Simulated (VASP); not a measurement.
# AlRu (Pm-3m) in VASP: a series of runs

Aim: see how the results for AlRu move with the level of theory and the settings. Levels: PBE, PBEsol+U. Tasks: single point.

Everything below comes from runs of VASP 6.6.1. Logs are shortened: lines on timing, memory, paths and dates and some standing lists are left out, and cuts for length are marked.

**1. The cell of the first run**

The structure is cubic, space group Pm-3m (No. 221). The conventional cell has a = 2.982 Å, b = 2.982 Å, c = 2.982 Å, α = 90.00°, β = 90.00°, γ = 90.00°. Within 3.4 Å of Al (site symmetry m-3m) lie 8 Ru at 2.58 Å and 6 Al at 2.98 Å. Ru (site symmetry m-3m) has 8 Al at 2.58 Å and 6 Ru at 2.98 Å within 3.4 Å.

**2. Single point, PBE**

The input, INCAR:

```
SYSTEM = AlRu
ALGO     = Normal         ! electronic algorithm
EDIFF    = 1E-6           ! SCF threshold, eV
ENCUT    = 500            ! plane-wave cutoff, eV
GGA      = PE             ! functional
GGA_COMPAT= .False.      
ISIF     = 2              ! what is computed and relaxed
ISMEAR   = 0              ! smearing method
ISYM     = 0            
LASPH    = .True.         ! aspherical terms in the spheres
LCHARG   = .False.        ! write CHGCAR
LREAL    = .False.        ! projectors in reciprocal space
LWAVE    = .False.        ! write WAVECAR
NBANDS   = 16             ! bands
NELM     = 120            ! most SCF steps
PREC     = Accurate       ! precision mode
SIGMA    = 0.1            ! smearing width, eV
```

The input, KPOINTS:

```
Automatic mesh
0
Gamma
  2 2 2
  0.25 0.25 0.25
```

The input, POSCAR:

```
AlRu
1.0
    2.9824954400      0.0000000000      0.0000000000
    0.0000000000      2.9824954400      0.0000000000
    0.0000000000      0.0000000000      2.9824954400
Al Ru
1 1
Direct
    0.0000000000      0.0000000000      0.0000000000
    0.5000000000      0.5000000000      0.5000000000
```

Potentials or basis: VASP PAW PBE potentials, release 64 (Al, Ru_pv).

Command:

```sh
cat potpaw_PBE.64/Al/POTCAR potpaw_PBE.64/Ru_pv/POTCAR > POTCAR
mpirun -np 1 vasp_std > vasp.out
```

OUTCAR:

```text
SYSTEM = AlRu
   EDIFF = 1E-6
   ENCUT = 500
   GGA = PE
   ISIF = 2
   ISMEAR = 0
   ISYM = 0
   LASPH = .True.
   LREAL = .False.
   NELM = 120
   PREC = Accurate

 ion  position               nearest neighbor table
   1  0.000  0.000  0.000-   2 2.58   2 2.58   2 2.58   2 2.58   2 2.58   2 2.58   2 2.58   2 2.58

   2  0.500  0.500  0.500-   1 2.58   1 2.58   1 2.58   1 2.58   1 2.58   1 2.58   1 2.58   1 2.58

IMPORTANT INFORMATION: All symmetrisations will be switched off!
NOSYMM: (Re-)initialisation of all symmetry stuff for point group C_1.

----------------------------------------------------------------------------------------

                                     Primitive cell

  volume of cell :      26.5301

  direct lattice vectors                    reciprocal lattice vectors
     2.982495440  0.000000000  0.000000000     0.335289700  0.000000000  0.000000000
     0.000000000  2.982495440  0.000000000     0.000000000  0.335289700  0.000000000
     0.000000000  0.000000000  2.982495440     0.000000000  0.000000000  0.335289700

  length of vectors
     2.982495440  2.982495440  2.982495440     0.335289700  0.335289700  0.335289700

  position of ions in fractional coordinates (direct lattice)
     0.000000000  0.000000000  0.000000000
     0.500000000  0.500000000  0.500000000

  ion indices of the primitive-cell ions
   primitive index   ion index
                 1           1
                 2           2

----------------------------------------------------------------------------------------

 KPOINTS: Automatic mesh

Automatic generation of k-mesh.
 Grid dimensions read from file:
 generate k-points for:    2    2    2

 Generating k-lattice:

  Cartesian coordinates                     Fractional coordinates (reciprocal lattice)
     0.167644850  0.000000000  0.000000000     0.500000000  0.000000000  0.000000000
     0.000000000  0.167644850  0.000000000     0.000000000  0.500000000  0.000000000
     0.000000000  0.000000000  0.167644850     0.000000000  0.000000000  0.500000000

  Length of vectors
     0.167644850  0.167644850  0.167644850

  Shift w.r.t. Gamma in fractional coordinates (k-lattice)
     0.250000000  0.250000000  0.250000000

 Subroutine IBZKPT returns following result:
 ===========================================

 Found     32 irreducible k-points:

 Following reciprocal coordinates:
            Coordinates               Weight
  0.125000  0.125000  0.125000      2.000000
 -0.125000  0.125000  0.125000      2.000000
 -0.125000 -0.125000  0.125000      2.000000
  0.125000 -0.125000  0.125000      2.000000
 -0.375000  0.125000  0.125000      2.000000
  0.125000 -0.375000  0.125000      2.000000
[... 16 lines left out ...]
  0.375000  0.375000  0.125000      2.000000
 -0.125000  0.375000 -0.375000      2.000000
 [... further k-points ...]
   k-points           NKPTS =     32   k-points in BZ     NKDIM =     32   number of bands    NBANDS=     16
   number of dos      NEDOS =    301   number of ions     NIONS =      2
   total plane-waves  NPLWV =  13824
   dimension x,y,z NGX =    24 NGY =   24 NGZ =   24
   dimension x,y,z NGXF=    48 NGYF=   48 NGZF=   48
   ions per type =               1   1
   NGX,Y,Z   is equivalent  to a cutoff of  13.38, 13.38, 13.38 a.u.
   NGXF,Y,Z  is equivalent  to a cutoff of  26.76, 26.76, 26.76 a.u.
 SYSTEM =  AlRu
   PREC   = accura    normal or accurate (medium, high low for compatibility)
   ISTART =      0    job   : 0-new  1-cont  2-samecut
   ICHARG =      2    charge: 1-file 2-atom 10-const
   ISPIN  =      1    spin polarized calculation?
   LNONCOLLINEAR =      F non collinear calculations
   LSORBIT =      F    spin-orbit coupling
   LASPH  =      T    aspherical Exc in radial PAW
   ENCUT  =  500.0 eV  36.75 Ry    6.06 a.u.   5.44  5.44  5.44*2*pi/ulx,y,z
   NELM   =    120;   NELMIN=  2; NELMDL= -5     # of ELM steps
   EDIFF  = 0.1E-05   stopping-criterion for ELM
   LREAL  =      F    real-space projection
   EDIFFG = 0.1E-04   stopping-criterion for IOM
   NSW    =      0    number of steps for IOM
   IBRION =     -1    ionic relax: 0-MD 1-quasi-New 2-CG
   NFREE  =      0    steps in history (QN), initial steepest desc. (CG)
   ISIF   =      2    stress and relaxation
   ISYM   =      0    0-nonsym 1-usesym 2-fastsym
   POTIM  = 0.5000    time-step for ionic-motion
   TEBEG  =    0.0;   TEEND  =   0.0 temperature during run
   PSTRESS=    0.0 pullay stress
   NELECT =      17.0000    total number of electrons
   NUPDOWN=      -1.0000    fix difference up-down
   EMIN   =  10.00;   EMAX   =-10.00  energy-range for DOS
   EFERMI =   0.00;   METHOD = LEGACY
   ISMEAR =     0;   SIGMA  =   0.10  broadening in eV -4-tet -1-fermi 0-gaus
   EFERMI_NEDOS =   21; number of points for ismear=-14 and -15
   IALGO  =     38    algorithm
   IMIX   =      4    mixing-type and parameters
     AMIX     =   0.40;   BMIX     =  1.00
     AMIX_MAG =   1.60;   BMIX_MAG =  1.00
  volume/ion in A,a.u.               =      13.27        89.52
  Fermi-wavevector in a.u.,A,eV,Ry     =   1.411382  2.667126 27.102807  1.992000
  Thomas-Fermi vector in A             =   2.533239
   LORBIT       =      0    0 simple, 1 ext, 2 COOP (PROOUT), +10 PAW based schemes
   GGA     = PE    functional components
   LHFCALC =     F    Hartree Fock is set to
   AEXX    =    0.0000 exact exchange contribution
   IVDW    =     0    specifies the selected vdW correction
   LEPSILON=     F    determine dielectric tensor
   LRPA    =     F    only Hartree local field effects (RPA)
 non-spin polarized calculation
 Gauss-broadening in eV      SIGMA  =   0.10
  energy-cutoff  :      500.00
  volume of cell :       26.53
 maximum number of plane-waves:       685
 NGX is ok and might be reduce to    24
   NGX = 11   NGY = 11   NGZ = 11

 number of electron      16.9999996 magnetization

 Free energy of the ion-electron system (eV)
  ---------------------------------------------------
  ext. energy  EPLUGINS =         0.00000000
  ---------------------------------------------------
  free energy    TOTEN  =       -13.98720506 eV

  energy without entropy =      -13.96787823  energy(sigma->0) =      -13.97754165

 E-fermi :  10.6591     XC(G=0): -12.6108

 val. band max:       10.6285805818   @ k =   0.3750  -0.1250   0.1250
 cond. band min:      10.9740950411   @ k =  -0.3750  -0.3750  -0.3750
 fundamental gap:      0.3455144593
 Fermi energy:        10.6590856520

 k-point     1 :       0.1250    0.1250    0.1250
  band No.  band energies     occupation
      1     -30.9377      2.00000
      2     -30.9340      2.00000
      3     -30.9340      2.00000
      4       2.0019      2.00000
      5       7.5415      2.00000
      6       7.5415      2.00000
[... 8 lines left out ...]
     15      23.0199      0.00000
     16      27.7440      0.00000

 k-point     2 :      -0.1250    0.1250    0.1250
  band No.  band energies     occupation
      1     -30.9377      2.00000
      2     -30.9340      2.00000
      3     -30.9340      2.00000
      4       2.0019      2.00000
      5       7.5415      2.00000
      6       7.5415      2.00000
[... 8 lines left out ...]
     15      23.0199      0.00000
     16      27.7440      0.00000

 k-point     3 :      -0.1250   -0.1250    0.1250
  band No.  band energies     occupation
      1     -30.9377      2.00000
      2     -30.9340      2.00000
      3     -30.9340      2.00000
      4       2.0019      2.00000
      5       7.5415      2.00000
      6       7.5415      2.00000
[... 8 lines left out ...]
     15      23.0199      0.00000
     16      27.7440      0.00000

 k-point     4 :       0.1250   -0.1250    0.1250
  band No.  band energies     occupation
      1     -30.9377      2.00000
      2     -30.9340      2.00000
      3     -30.9340      2.00000
      4       2.0019      2.00000
      5       7.5415      2.00000
      6       7.5415      2.00000
[... 8 lines left out ...]
     15      23.0199      0.00000
     16      27.7440      0.00000

 k-point     5 :      -0.3750    0.1250    0.1250
  band No.  band energies     occupation
      1     -31.0867      2.00000
      2     -30.9220      2.00000
      3     -30.9203      2.00000
      4       4.0116      2.00000
      5       6.7920      2.00000
      6       8.1165      2.00000
[... 8 lines left out ...]
     15      23.0274      0.00000
     16      25.7454      0.00000

 k-point     6 :       0.1250   -0.3750    0.1250
  band No.  band energies     occupation
      1     -31.0867      2.00000
      2     -30.9220      2.00000
      3     -30.9203      2.00000
      4       4.0116      2.00000
      5       6.7920      2.00000
      6       8.1165      2.00000
[... 8 lines left out ...]
     15      23.0274      0.00000
     16      25.7454      0.00000
[... 267 lines left out ...]
 k-point    21 :       0.3750    0.1250   -0.3750
  band No.  band energies     occupation
      1     -31.0696      2.00000
      2     -31.0672      2.00000
      3     -30.9073      2.00000
      4       4.8907      2.00000
      5       7.2031      2.00000
      6       8.2610      2.00000
[... 8 lines left out ...]
     15      23.9957      0.00000
     16      24.7785      0.00000

 k-point    22 :      -0.1250   -0.3750   -0.3750
  band No.  band energies     occupation
      1     -31.0696      2.00000
      2     -31.0672      2.00000
      3     -30.9073      2.00000
      4       4.8907      2.00000
      5       7.2031      2.00000
      6       8.2610      2.00000
[... 8 lines left out ...]
     15      23.9957      0.00000
     16      24.7785      0.00000

 k-point    23 :       0.3750    0.3750    0.1250
  band No.  band energies     occupation
      1     -31.0696      2.00000
      2     -31.0672      2.00000
      3     -30.9073      2.00000
      4       4.8907      2.00000
      5       7.2031      2.00000
      6       8.2610      2.00000
[... 8 lines left out ...]
     15      23.9957      0.00000
     16      24.7785      0.00000

 k-point    24 :      -0.1250    0.3750   -0.3750
  band No.  band energies     occupation
      1     -31.0696      2.00000
      2     -31.0672      2.00000
      3     -30.9073      2.00000
      4       4.8907      2.00000
      5       7.2031      2.00000
      6       8.2610      2.00000
[... 8 lines left out ...]
     15      23.9957      0.00000
     16      24.7785      0.00000

 [... further k-points ...]
[... 5 lines left out ...]
  --------------------------------------------------------------------------------------
  -------------------------------------------------------------------------------------
  Total        1.2274976      1.2275022      1.2274855      0.0000030     -0.0000018      0.0000024
  in kB       74.1296345     74.1299110     74.1289062      0.0001790     -0.0001111      0.0001456
  external PRESSURE =      74.1294839 kB  Pullay stress =       0.0000000 kB

 VOLUME and BASIS-vectors are now :
 -----------------------------------------------------------------------------
  energy-cutoff  :      500.00
  volume of cell :       26.53
      direct lattice vectors                 reciprocal lattice vectors
     2.982495440  0.000000000  0.000000000     0.335289700  0.000000000  0.000000000
     0.000000000  2.982495440  0.000000000     0.000000000  0.335289700  0.000000000
     0.000000000  0.000000000  2.982495440     0.000000000  0.000000000  0.335289700

 POSITION                                       TOTAL-FORCE (eV/Angst)
 -----------------------------------------------------------------------------------
      0.00000      0.00000      0.00000         0.000000      0.000000     -0.000001
      1.49125      1.49125      1.49125        -0.000000     -0.000000      0.000001
 -----------------------------------------------------------------------------------
    total drift:                               -0.000000     -0.000001      0.000001

  FREE ENERGIE OF THE ION-ELECTRON SYSTEM (eV)
  ---------------------------------------------------
  free  energy   TOTEN  =       -13.9872050643 eV

  energy  without entropy=      -13.9678782262  energy(sigma->0) =      -13.97754165
```

Wall time 7.5 s (1 thread of Intel Xeon 6975P-C (Granite Rapids), shared host); peak memory 0.14 GiB.

What came out:

| Item | Value |
| --- | --- |
| Free energy | -13.9872 eV |
| Pressure | 7.4 GPa |

Caveat: the k points lie up to 1.05 Å⁻¹ apart.

**3. Single point, PBEsol+U**

The input, INCAR:

```
PREC = Accurate ; ENCUT = 500
EDIFF = 1E-6 ; ISMEAR = 0
SIGMA = 0.1 ; LREAL = F
LASPH = T ; NELM = 200
ALGO = Normal ; ISIF = 2
LWAVE = F ; LCHARG = F
LMAXMIX = 4 ; LDAU = T
LDAUTYPE = 2 ; LDAUL = -1 2
LDAUU = 0 7.5 ; LDAUJ = 0 0
LDAUPRINT = 1 ; GGA = PS
NBANDS = 16 ; GGA_COMPAT = F
```

The input, KPOINTS:

```
Automatic mesh
0
Gamma
  2 2 2
```

POSCAR is that of step 2.

Potentials or basis: VASP PAW PBE potentials, release 64 (Al, Ru_pv).

Command:

```sh
cat potpaw_PBE.64/Al/POTCAR potpaw_PBE.64/Ru_pv/POTCAR > POTCAR
mpirun -np 1 vasp_std > vasp.out
```

Run time: 4.6 s. Hardware: 1 thread of Intel Xeon 6975P-C (Granite Rapids), shared host; peak memory 0.13 GiB.

It converged, with:

| Property | Result |
| --- | --- |
| Free energy | -7.2514 eV |
| Pressure | 2.4 GPa |

Levels at points of the mesh, in eV from the Fermi level:
```tsv
k point	band 7	band 8	band 9	band 10	band 11	band 12
(0.00, 0.00, 0.00)	-0.36	-0.36	-0.36	7.43	7.43	7.43
(0.50, 0.00, 0.00)	-1.97	-0.60	-0.14	4.59	8.71	12.39
(0.50, 0.50, 0.00)	-1.18	-0.07	-0.07	4.02	6.62	7.16
(0.50, 0.50, 0.50)	3.93	4.12	4.12	5.44	5.44	5.44
```

Eigenvalues of the final occupation matrices:
```csv
site,spin,trace,eigenvalues
site 2 d,1,3.19,0.38 0.38 0.81 0.81 0.81
site 2 d,2,3.19,0.38 0.38 0.81 0.81 0.81
```

Caveat: the k points lie up to 1.05 Å⁻¹ apart; the PAW data sets were made with another functional, which shifts forces and pressure a little; U without spin polarisation on a metal has little footing; the U is typed as a test and isn't derived for this compound.
